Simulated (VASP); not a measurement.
**CuI: single point with PBE**

CuI:

```
Cu I
1.0
     0.00000    3.01204    3.01204
     3.01204    0.00000    3.01204
     3.01204    3.01204    0.00000
Cu I
1 1
Direct
  0.25000 0.25000 0.25000
  0.00000 0.00000 0.00000
```

```json
{"Program": "VASP 6.6.1", "Task": "single point", "Functional": "PBE", "Potentials or basis": "VASP PAW PBE potentials, release 64 (Cu, I)", "Cutoff": "520 eV", "k mesh": "8 × 8 × 8", "Occupations": "fermi-dirac, width 0.02 eV", "Spin": "no spin polarisation", "Dipole correction": "no", "Further INCAR settings": "ALGO = Normal; EDIFF = 1e-06; NBANDS = 16"}
```

```yaml
Pressure: 1.2 GPa
Band_gap_on_the_k_mesh: 1.20 eV
```

Levels at points of the mesh, in eV from the valence-band top:
```
           k point  band 7  band 8  band 9  band 10  band 11  band 12
(0.00, 0.00, 0.00)    0.00    0.00    0.00     1.20     4.85     4.85
(0.50, 0.00, 0.00)   -1.86   -0.74   -0.74     2.17     5.39     5.39
(0.50, 0.50, 0.00)   -1.84   -1.56   -1.56     2.68     2.90     9.32
```

Run time: 9 s on 1 thread of Intel(R) Xeon(R) 6975P-C (Granite Rapids) (shared host), peak memory 0.18 GiB.

Caveat: spin-orbit coupling is left out, which moves the levels of the heavy elements. Expect the measured gap to be larger: semilocal functionals such as PBE lack the derivative discontinuity.
